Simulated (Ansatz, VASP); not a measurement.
TiGe2Se3 in VASP and in Ansatz

```
Ti Ge Se
1.0
     6.96964    0.00000    0.00000
    -3.48482    6.03588    0.00000
     0.00000    0.00000    3.56378
Ti Ge Se
1 2 3
Cartesian
  0.0000 0.0000 0.0000
  0.0000 4.0239 0.0000
  3.4848 2.0120 0.0000
  3.4848 0.0000 1.7819
  1.7424 3.0179 1.7819
  -1.7424 3.0179 1.7819
```

Change from the starting cell: species swapped into the GdCo3B2 type (P6/mmm, No. 191).

Alike in both runs: functional PBE; k mesh 3 × 3 × 6; occupations gaussian, width 0.1 eV; collinear spin.

Ansatz relaxed the structure, and its values are those at the end. VASP's run is a single point on that final structure, the one shown.

|  | VASP | Ansatz |
| --- | --- | --- |
| version | VASP 6.6.1 | Ansatz 0.2.0 |
| potentials or method | VASP PAW PBE potentials, release 64 (Ti_sv, Ge_d, Se), cutoff 520 eV | scalar-relativistic, plane waves, PAW |
| valence electrons in the cell | 58 | 88 |

|  | VASP | Ansatz | Ansatz less VASP |
| --- | --- | --- | --- |
| gap on the k mesh at the Fermi level (eV) | none | none | - |
| pressure (GPa) | -0.6 | 0.0 | +0.62 |
| net moment per atom (μB) | 0.04 | 0.37 | +0.324 |
| size of the moment on the site where the two differ most (μB) | 0.15 | 2.17 | +2.018 |

The net moments are unlike, so the other rows may belong to different states. Site moments also hang on the region over which each program counts them. A gap of «none» marks a metal or a gap that the smearing closes. VASP's potentials hold 58 valence electrons a cell and Ansatz's 88, so a difference there can come from the potentials and not from the codes.
